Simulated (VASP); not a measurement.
Runs of VASP 6.6.1 on KCl. Symmetry: F-43m, No. 216, cubic system. Conventional cell: a = 7.015 Å, b = 7.015 Å, c = 7.015 Å, α = 90.00°, β = 90.00°, γ = 90.00°. K (site symmetry -43m) has 4 Cl at 3.04 Å within 4.0 Å. Within 4.0 Å of Cl (site symmetry -43m) lie 4 K at 3.04 Å. 

```tsv
level	potentials or basis	k mesh	grid for exact exchange (PRECFOCK)	share of exact exchange	screening parameter	gap on the mesh (eV)	pressure (GPa)
r2SCAN	VASP PAW PBE potentials, release 64 (K_sv, Cl)	6 × 6 × 6	-	-	-	5.35	0.0
HSE06	VASP PAW PBE potentials, release 64 (K_sv, Cl)	4 × 4 × 4	Normal	0.25	0.2079 1/Å	6.02	0.2
PBE	VASP PAW PBE potentials, release 64 (K_sv, Cl)	6 × 6 × 6	-	-	-	4.77	(a)
LDA	VASP PAW LDA potentials, release 64 (K_sv, Cl)	4 × 4 × 4	-	-	-	4.47	(b)
```

Alike in all rows: task single point; no spin polarisation; cell as given; cutoff (eV) 520; smearing gaussian 0.01 eV.

Q: Estimate the missing entries.

A: (a) 0.3; (b) -1.2.

Caveats: the PAW data sets were made with another functional, which shifts forces and pressure a little (at least some runs).

A k mesh can miss the band edges.
